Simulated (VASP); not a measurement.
Here is a VASP 6.6.1 calculation.

File INCAR:

```
ALGO = Normal
EDIFF = 1E-7
ENCUT = 520
GGA = PE
ISIF = 2
ISMEAR = 0
LASPH = True
LCHARG = False
LREAL = False
LWAVE = False
NBANDS = 12
NELM = 80
PREC = Accurate
SIGMA = 0.02
```

Contents of KPOINTS:

```
k-points
0
Gamma
  8 8 8
```

File POSCAR:

```
LiCl
1.0
    0.0000000000      2.6588436399      2.6588436399
    2.6588436399      0.0000000000      2.6588436399
    2.6588436399      2.6588436399      0.0000000000
Li Cl
1 1
Direct
    0.0000000000      0.0000000000      0.0000000000
    0.5000000000      0.5000000000      0.5000000000
```

Potentials or basis: VASP PAW PBE potentials, release 64 (Li_sv, Cl).

The run is started by

```bash
$ cat potpaw_PBE.64/Li_sv/POTCAR potpaw_PBE.64/Cl/POTCAR > POTCAR
$ mpirun -np 1 vasp_std > vasp.out
```

**Question.** Predict the band gap on the k mesh.

**Answer.** 5.77 eV, direct.

 A k mesh can miss the band edges.
